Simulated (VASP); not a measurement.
# Nb3Sn (Pm-3m) in VASP: further runs, part 2 of 2

VASP 6.6.1. The steps go on from the part before.

**3. Single point, PBE**

This run uses another cell than the first one, of 18.85 Å³/atom.

The input, INCAR:

```
PREC = Accurate
ENCUT = 520
EDIFF = 1E-6
ISMEAR = 0
SIGMA = 0.1
LREAL = False
LASPH = True
NELM = 80
ALGO = Fast
ISIF = 2
LWAVE = False
LCHARG = False
GGA = PE
NBANDS = 34
```

The input, KPOINTS:

```
regular mesh
0
Gamma
  12 12 12
```

The input, POSCAR:

```
Nb3Sn
1.0
    4.2244174292      0.0000000000      0.0000000000
    0.0000000000      4.2244174292      0.0000000000
    0.0000000000      0.0000000000      4.2244174292
Nb Sn
3 1
Direct
    0.0000000000      0.5000000000      0.5000000000
    0.5000000000      0.0000000000      0.5000000000
    0.5000000000      0.5000000000      0.0000000000
    0.0000000000      0.0000000000      0.0000000000
```

Potentials or basis: VASP PAW PBE potentials, release 64 (Nb_sv, Sn_d).

The run is started by

```
$ cat potpaw_PBE.64/Nb_sv/POTCAR potpaw_PBE.64/Sn_d/POTCAR > POTCAR
$ mpirun -np 1 vasp_std > vasp.out
```

OUTCAR:

```text
PREC = Accurate
   ENCUT = 520
   EDIFF = 1E-6
   ISMEAR = 0
   LREAL = False
   LASPH = True
   NELM = 80
   ISIF = 2
   GGA = PE

 ion  position               nearest neighbor table
   1  0.000  0.500  0.500-   2 2.99   3 2.99   4 2.99   3 2.99   4 2.99   2 2.99   4 2.99   4 2.99
                             2 2.99   3 2.99   3 2.99   2 2.99
   2  0.500  0.000  0.500-   1 2.99   3 2.99   4 2.99   3 2.99   4 2.99   1 2.99   3 2.99   3 2.99
                             1 2.99   4 2.99   4 2.99   1 2.99
   3  0.500  0.500  0.000-   1 2.99   2 2.99   4 2.99   1 2.99   2 2.99   2 2.99   4 2.99   2 2.99
                             1 2.99   4 2.99   1 2.99   4 2.99
   4  0.000  0.000  0.000-   1 2.99   2 2.99   3 2.99   1 2.99   2 2.99   1 2.99   3 2.99   1 2.99
                             2 2.99   3 2.99   2 2.99   3 2.99

  LATTYP: Found a simple cubic cell.
 ALAT       =     4.2244174292

  Lattice vectors:

 A1 = (   4.2244174292,   0.0000000000,   0.0000000000)
 A2 = (   0.0000000000,   4.2244174292,   0.0000000000)
 A3 = (   0.0000000000,   0.0000000000,   4.2244174292)

Analysis of symmetry for initial positions (statically):
=====================================================================
 Subroutine PRICEL returns:
 Original cell was already a primitive cell.

 Routine SETGRP: Setting up the symmetry group for a
 simple cubic supercell.

 Subroutine GETGRP returns: Found 48 space group operations
 (whereof 48 operations were pure point group operations)
 out of a pool of 48 trial point group operations.

The static configuration has the point symmetry O_h .

Analysis of symmetry for dynamics (positions and initial velocities):
=====================================================================
 Subroutine PRICEL returns:
 Original cell was already a primitive cell.

 Routine SETGRP: Setting up the symmetry group for a
 simple cubic supercell.

 Subroutine GETGRP returns: Found 48 space group operations
 (whereof 48 operations were pure point group operations)
 out of a pool of 48 trial point group operations.

The dynamic configuration has the point symmetry O_h .

 Subroutine INISYM returns: Found 48 space group operations
 (whereof 48 operations are pure point group operations),
 and found     1 'primitive' translations

----------------------------------------------------------------------------------------

                                     Primitive cell

  volume of cell :      75.3877

  direct lattice vectors                    reciprocal lattice vectors
     4.224417429  0.000000000  0.000000000     0.236719031  0.000000000  0.000000000
     0.000000000  4.224417429  0.000000000     0.000000000  0.236719031  0.000000000
     0.000000000  0.000000000  4.224417429     0.000000000  0.000000000  0.236719031

  length of vectors
     4.224417429  4.224417429  4.224417429     0.236719031  0.236719031  0.236719031

  position of ions in fractional coordinates (direct lattice)
     0.000000000  0.500000000  0.500000000
     0.500000000  0.000000000  0.500000000
     0.500000000  0.500000000  0.000000000
     0.000000000  0.000000000  0.000000000

  ion indices of the primitive-cell ions
   primitive index   ion index
                 1           1
                 2           2
                 3           3
                 4           4

----------------------------------------------------------------------------------------

 KPOINTS: regular mesh

Automatic generation of k-mesh.
 Grid dimensions read from file:
 generate k-points for:   12   12   12

 Generating k-lattice:

  Cartesian coordinates                     Fractional coordinates (reciprocal lattice)
     0.019726586  0.000000000  0.000000000     0.083333333  0.000000000  0.000000000
     0.000000000  0.019726586  0.000000000     0.000000000  0.083333333  0.000000000
     0.000000000  0.000000000  0.019726586     0.000000000  0.000000000  0.083333333

  Length of vectors
     0.019726586  0.019726586  0.019726586

  Shift w.r.t. Gamma in fractional coordinates (k-lattice)
     0.000000000  0.000000000  0.000000000

 Subroutine IBZKPT returns following result:
 ===========================================

 Found     84 irreducible k-points:

 Following reciprocal coordinates:
            Coordinates               Weight
  0.000000  0.000000  0.000000      1.000000
  0.083333  0.000000  0.000000      6.000000
  0.166667  0.000000  0.000000      6.000000
  0.250000  0.000000  0.000000      6.000000
  0.333333  0.000000  0.000000      6.000000
  0.416667  0.000000  0.000000      6.000000
[... 16 lines left out ...]
  0.333333  0.333333  0.000000     12.000000
  0.416667  0.333333  0.000000     24.000000
 [... further k-points ...]
   k-points           NKPTS =     84   k-points in BZ     NKDIM =     84   number of bands    NBANDS=     34
   number of dos      NEDOS =    301   number of ions     NIONS =      4
   total plane-waves  NPLWV =  32768
   dimension x,y,z NGX =    32 NGY =   32 NGZ =   32
   dimension x,y,z NGXF=    64 NGYF=   64 NGZF=   64
   ions per type =               3   1
   NGX,Y,Z   is equivalent  to a cutoff of  12.59, 12.59, 12.59 a.u.
   NGXF,Y,Z  is equivalent  to a cutoff of  25.19, 25.19, 25.19 a.u.
 SYSTEM =  unknown system
   PREC   = accura    normal or accurate (medium, high low for compatibility)
   ISTART =      0    job   : 0-new  1-cont  2-samecut
   ICHARG =      2    charge: 1-file 2-atom 10-const
   ISPIN  =      1    spin polarized calculation?
   LNONCOLLINEAR =      F non collinear calculations
   LSORBIT =      F    spin-orbit coupling
   LASPH  =      T    aspherical Exc in radial PAW
   ENCUT  =  520.0 eV  38.22 Ry    6.18 a.u.   7.85  7.85  7.85*2*pi/ulx,y,z
   NELM   =     80;   NELMIN=  2; NELMDL= -5     # of ELM steps
   EDIFF  = 0.1E-05   stopping-criterion for ELM
   LREAL  =      F    real-space projection
[... 7 lines left out ...]
   TEBEG  =    0.0;   TEEND  =   0.0 temperature during run
   PSTRESS=    0.0 pullay stress
   NELECT =      53.0000    total number of electrons
   NUPDOWN=      -1.0000    fix difference up-down
   EMIN   =  10.00;   EMAX   =-10.00  energy-range for DOS
   EFERMI =   0.00;   METHOD = LEGACY
   ISMEAR =     0;   SIGMA  =   0.10  broadening in eV -4-tet -1-fermi 0-gaus
   EFERMI_NEDOS =   21; number of points for ismear=-14 and -15
   IALGO  =     68    algorithm
   IMIX   =      4    mixing-type and parameters
     AMIX     =   0.40;   BMIX     =  1.00
     AMIX_MAG =   1.60;   BMIX_MAG =  1.00
  volume/ion in A,a.u.               =      18.85       127.19
  Fermi-wavevector in a.u.,A,eV,Ry     =   1.455682  2.750841 28.830898  2.119011
  Thomas-Fermi vector in A             =   2.572689
   LORBIT       =      0    0 simple, 1 ext, 2 COOP (PROOUT), +10 PAW based schemes
   GGA     = PE    functional components
   LHFCALC =     F    Hartree Fock is set to
   AEXX    =    0.0000 exact exchange contribution
   IVDW    =     0    specifies the selected vdW correction
   LEPSILON=     F    determine dielectric tensor
   LRPA    =     F    only Hartree local field effects (RPA)
 non-spin polarized calculation
 RMM-DIIS sequential band-by-band and
 Gauss-broadening in eV      SIGMA  =   0.10
  energy-cutoff  :      520.00
  volume of cell :       75.39
 maximum number of plane-waves:      2054
 NGX is ok and might be reduce to    32
   NGX = 15   NGY = 15   NGZ = 15

 number of electron      53.0000010 magnetization

 Free energy of the ion-electron system (eV)
  ---------------------------------------------------
  ext. energy  EPLUGINS =         0.00000000
  ---------------------------------------------------
  free energy    TOTEN  =       -34.80987602 eV

  energy without entropy =      -34.78872697  energy(sigma->0) =      -34.79930150

 E-fermi :  11.2941     XC(G=0): -12.2491

 val. band max:       11.2934982992   @ k =   0.2500   0.2500   0.0833
 cond. band min:      11.2979443900   @ k =   0.1667   0.1667   0.0833
 fundamental gap:      0.0044460908
 Fermi energy:        11.2941025350

 k-point     1 :       0.0000    0.0000    0.0000
  band No.  band energies     occupation
      1     -43.3892      2.00000
      2     -43.1993      2.00000
      3     -43.1993      2.00000
      4     -19.7594      2.00000
      5     -19.7594      2.00000
      6     -19.7594      2.00000
[... 877 lines left out ...]
     33      13.8771      0.00000
     34      14.4523      0.00000

 [... further k-points ...]

------------------------ aborting loop because EDIFF is reached ----------------------------------------

  FORCE on cell =-STRESS in cart. coord.  units (eV):
  Direction    XX          YY          ZZ          XY          YZ          ZX
  --------------------------------------------------------------------------------------
  -------------------------------------------------------------------------------------
  Total       -0.1153892     -0.1153892     -0.1153892      0.0000000      0.0000000      0.0000000
  in kB       -2.4523103     -2.4523103     -2.4523103      0.0000000      0.0000000      0.0000000
  external PRESSURE =      -2.4523103 kB  Pullay stress =       0.0000000 kB

 VOLUME and BASIS-vectors are now :
 -----------------------------------------------------------------------------
  energy-cutoff  :      520.00
  volume of cell :       75.39
      direct lattice vectors                 reciprocal lattice vectors
     4.224417429  0.000000000  0.000000000     0.236719031  0.000000000  0.000000000
     0.000000000  4.224417429  0.000000000     0.000000000  0.236719031  0.000000000
     0.000000000  0.000000000  4.224417429     0.000000000  0.000000000  0.236719031

 POSITION                                       TOTAL-FORCE (eV/Angst)
 -----------------------------------------------------------------------------------
      0.00000      2.11221      2.11221         0.000000      0.000000      0.000000
      2.11221      0.00000      2.11221         0.000000      0.000000      0.000000
      2.11221      2.11221      0.00000         0.000000      0.000000      0.000000
      0.00000      0.00000      0.00000         0.000000      0.000000      0.000000
 -----------------------------------------------------------------------------------
    total drift:                                0.000000     -0.000000     -0.000000

  FREE ENERGIE OF THE ION-ELECTRON SYSTEM (eV)
  ---------------------------------------------------
  free  energy   TOTEN  =       -34.8098760246 eV

  energy  without entropy=      -34.7887269672  energy(sigma->0) =      -34.79930150
```

OSZICAR:

```text
N       E                     dE             d eps       ncg     rms          rms(c)
DAV:   1     0.754485747359E+03    0.75449E+03   -0.26975E+04  5808   0.202E+03
DAV:   2     0.611626793209E+02   -0.69332E+03   -0.67938E+03  5760   0.706E+02
DAV:   3    -0.263311113208E+02   -0.87494E+02   -0.84447E+02  8444   0.211E+02
[... 13 lines left out ...]
RMM:  65    -0.348098747876E+02   -0.28052E-06   -0.10706E-05  3410   0.146E-02    0.164E-03
RMM:  66    -0.348098752334E+02   -0.44579E-06   -0.12468E-05  3359   0.144E-02    0.255E-04
RMM:  67    -0.348098754640E+02   -0.23059E-06   -0.10167E-05  3331   0.143E-02    0.136E-03
RMM:  68    -0.348098758395E+02   -0.37553E-06   -0.11680E-05  3344   0.142E-02    0.181E-04
RMM:  69    -0.348098760246E+02   -0.18509E-06   -0.97082E-06  3316   0.140E-02
   1 F= -.34809876E+02 E0= -.34799301E+02  d E =-.211491E-01
```

Run time: 26 min. Hardware: 1 thread of Intel Xeon 8259CL, shared host; peak memory 0.28 GiB.

Results:

| Property | Result |
| --- | --- |
| Free energy | -34.8099 eV |
| Pressure | -0.2 GPa |
| Band gap on the k mesh | zero (an odd number of electrons rules out a gap without spin polarisation) |

Caveat: spin-orbit coupling is left out, which moves the levels of the heavy elements.

The gap in the log of VASP goes by the Fermi energy; the results here count the filled bands.